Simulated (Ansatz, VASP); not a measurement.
# KCl in VASP and in Ansatz

```xyz
2
Lattice="3.8897 0.0000 0.0000 0.0000 3.8897 0.0000 0.0000 0.0000 3.8897" Properties=species:S:1:pos:R:3 pbc="T T T"
K     0.0000    0.0000    0.0000
Cl    1.9449    1.9449    1.9449
```

Alike in both runs: task single point; functional LDA; k mesh 7 × 7 × 7; occupations fermi-dirac, width 0.05 eV; no spin polarisation.

|  | VASP | Ansatz |
| --- | --- | --- |
| version | VASP 6.6.1 | Ansatz 0.2.0 |
| potentials or method | VASP PAW LDA potentials, release 64 (K_sv, Cl) | Ansatz PAW |
| plane-wave cutoff (eV) | 500 | 420 |
| valence electrons in the cell | 16 | 16 |

VASP gave:

- gap on the k mesh at the Fermi level (eV): 4.24
- least direct gap on the mesh (eV): 4.42
- pressure (GPa): -3.5

What did Ansatz give for the same quantities?

gap on the k mesh at the Fermi level (eV): 4.23; least direct gap on the mesh (eV): 4.41; pressure (GPa): -3.5.

LDA's correlation is that of Perdew and Zunger in VASP and of Perdew and Wang (1992) in Ansatz.

Noted on Ansatz's run: odd divisions of the mesh miss points on the zone boundary, where band edges often lie, so the gap on the mesh can be too wide.
